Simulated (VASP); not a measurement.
Here is a VASP 6.6.1 calculation.

The input POSCAR:

```
Pt
1.0
    2.7606656200      0.0000000000      0.0000000000
   -1.3803328100      2.3908065500      0.0000000000
    0.0000000000      0.0000000000      4.7921340000
Pt
2
Direct
    0.6666666667      0.3333333333      0.7500000000
    0.3333333333      0.6666666667      0.2500000000
```

INCAR.step1

```
SYSTEM = Pt
  PREC = Accurate
  ENCUT = 550
  ISMEAR = 1
  SIGMA = 0.05
  LREAL = .False.
  LASPH = .True.
  NELM = 120
  NBANDS = 25
  GGA = PE
  ALGO = Normal
  EDIFF = 1E-5
  LWAVE = .True.
  LCHARG = .False.
  GGA_COMPAT = .False.
```

INCAR.step2

```
SYSTEM = Pt
  PREC = Accurate
  ENCUT = 550
  EDIFF = 1E-6
  ISMEAR = 1
  SIGMA = 0.05
  LREAL = .False.
  LASPH = .True.
  NELM = 120
  ALGO = Normal
  ISIF = 2
  LWAVE = .False.
  LCHARG = .False.
  METAGGA = R2SCAN
  LMIXTAU = .True.
  NBANDS = 25
  ISTART = 1
  GGA_COMPAT = .False.
```

File KPOINTS:

```
regular mesh
0
Gamma
  11 11 6
  0 0 0
```

Potentials or basis: VASP PAW PBE potentials, release 64 (Pt_sv_GW).

Launch:

```bash
$ cat potpaw_PBE.64/Pt_sv_GW/POTCAR > POTCAR
$ cp INCAR.step1 INCAR
$ mpirun -np 1 vasp_std > vasp.out
$ cp INCAR.step2 INCAR
$ mpirun -np 1 vasp_std > vasp.out
```

Task: Estimate the band gap on the k mesh.

Result: Zero (band 18 reaches 10.01 eV, above the bottom of band 19 at 8.74 eV).

Task: Estimate the pressure.

Result: -8.3 GPa.

Stress tensor (GPa, compression positive):
```
-8.83  0.00  0.00
 0.00 -8.83  0.00
 0.00  0.00 -7.32
```

Caveat: the PAW data sets were made with another functional, which shifts forces and pressure a little; spin-orbit coupling is left out, which moves the levels of the heavy elements.
